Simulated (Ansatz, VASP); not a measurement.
**Two plane-wave programs on LiH**

File POSCAR:

```
LiH
1.0
    0.0000000000      1.9984726927      1.9984726927
    2.1073894544      0.0000000000      1.9984726927
    2.1073894544      1.9984726927      0.0000000000
Li H
1 1
Direct
    0.0000000000      0.0000000000      0.0000000000
    0.5000000000      0.5000000000      0.5000000000
```

INCAR.step1

```
SYSTEM = LiH
ALGO     = Normal         ! electronic algorithm
EDIFF    = 1E-5           ! SCF threshold, eV
ENCUT    = 520            ! plane-wave cutoff, eV
GGA      = PE             ! functional
ISIF     = 2              ! what is computed and relaxed
ISMEAR   = 0              ! smearing method
LASPH    = .True.         ! aspherical terms in the spheres
LREAL    = .False.        ! projectors in reciprocal space
LWAVE    = .True.         ! write WAVECAR
NBANDS   = 9              ! bands
NELM     = 100            ! most SCF steps
PREC     = Accurate       ! precision mode
SIGMA    = 0.01           ! smearing width, eV
```

Contents of INCAR.step2:

```
SYSTEM = LiH
ALGO     = Normal         ! electronic algorithm
EDIFF    = 1E-6           ! SCF threshold, eV
ENCUT    = 520            ! plane-wave cutoff, eV
GGA      = PE             ! functional
HFSCREEN = 0.2079         ! screening, 1/A
ISIF     = 2              ! what is computed and relaxed
ISMEAR   = 0              ! smearing method
ISTART   = 1            
LASPH    = .True.         ! aspherical terms in the spheres
LCHARG   = .True.         ! write CHGCAR
LELF     = .True.         ! ELF
LHFCALC  = .True.         ! exact exchange
LREAL    = .False.        ! projectors in reciprocal space
LVHAR    = .True.       
LWAVE    = .False.        ! write WAVECAR
NBANDS   = 9              ! bands
NELM     = 100            ! most SCF steps
PREC     = Accurate       ! precision mode
PRECFOCK = Normal       
SIGMA    = 0.01           ! smearing width, eV
```

The input KPOINTS:

```
k-points
0
Gamma
  8 8 8
  0 0 0
```

Input for Ansatz:

```yaml
crystal:
  lattice:
    - [0.0, 1.9984726927, 1.9984726927]
    - [2.1073894544, 0.0, 1.9984726927]
    - [2.1073894544, 1.9984726927, 0.0]
  atoms:
    - { symbol: Li, position: [0.0, 0.0, 0.0] }
    - { symbol: H, position: [0.5, 0.5, 0.5] }
kpoints:
  mp_grid: { grid: [8, 8, 8] }
  band_path:
    path:
      - [0.0, 0.0, 0.0]
      - [0.5, 0.0, 0.5]
      - [0.625, 0.25, 0.625]
      - [0.375, 0.375, 0.75]
      - [0.5, 0.5, 0.5]
      - [0.5, 0.25, 0.75]
      - [-0.5, -0.002604, 0.497396]
      - [0.0, 0.5, 0.5]
    npoints: 1
hamiltonian:
  xc: hse06
scf:
  occupations: { method: fixed }
  n_extra_bands: 4
output:
  forces: true
  stress: true
  eigenvalues: true
```

Change from the starting cell: uniaxial_x strain +5.5%.

Alike in both runs: task single point; functional HSE06; k mesh 8 × 8 × 8; no spin polarisation.

|  | VASP | Ansatz |
| --- | --- | --- |
| version | VASP 6.6.1 | Ansatz 0.2.0 |
| potentials or method | VASP PAW PBE potentials, release 64 (Li_sv, H) | plane waves, PAW |
| plane-wave cutoff (eV) | 520 | 420 |
| occupations | gaussian, width 0.01 eV | fixed |
| valence electrons in the cell | 4 | 4 |

|  | VASP | Ansatz | Ansatz less VASP |
| --- | --- | --- | --- |
| gap on the k mesh at the Fermi level (eV) | 3.39 | 3.39 | +0.003 |

Ansatz's warnings: stress exchange threshold loose, stress scf threshold loose.

Noted on VASP's run: the cutoff is short for stress, so the pressure is rough.
